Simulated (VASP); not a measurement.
**B: single point with PBEsol**

The system is B.

```xyz
2
Lattice="1.6166 0.0000 0.0000 -0.8083 1.4000 0.0000 0.0000 0.0000 4.7115" Properties=species:S:1:pos:R:3 pbc="T T T"
B     0.0000    0.9334    1.1779
B     0.8083    0.4667    3.5336
```

This cell differs from its parent crystal: volume scaled by 0.6.

- Program: VASP 6.6.1
- Task: single point
- Functional: PBEsol
- Potentials or basis: VASP PAW PBE potentials, release 64 (B)
- Cutoff: 520 eV
- k mesh: 21 × 21 × 11
- Occupations: fermi-dirac, width 0.08 eV
- Spin: no spin polarisation

```yaml
Pressure: 94.4 GPa
Band_gap_on_the_k_mesh: zero (band 3 reaches 13.55 eV, above the bottom of band 4 at 3.89 eV)
```

Stress tensor (GPa, compression positive):
```
94.69  0.00  0.00
 0.00 94.69  0.00
 0.00  0.00 93.83
```

Levels at points of the mesh, in eV from the Fermi level:
| k point | band 1 | band 2 | band 3 | band 4 | band 5 | band 6 | band 7 | band 8 |
| --- | --- | --- | --- | --- | --- | --- | --- | --- |
| (0.00, 0.00, 0.00) | -20.58 | -16.53 | -13.41 | -2.39 | 8.68 | 28.42 | 28.42 | 28.57 |

Wall time 19 s on 1 thread of Intel Xeon 8259CL, on a shared host, peak memory 0.13 GiB.

Caveat: the PAW data sets were made with another functional, which shifts forces and pressure a little.
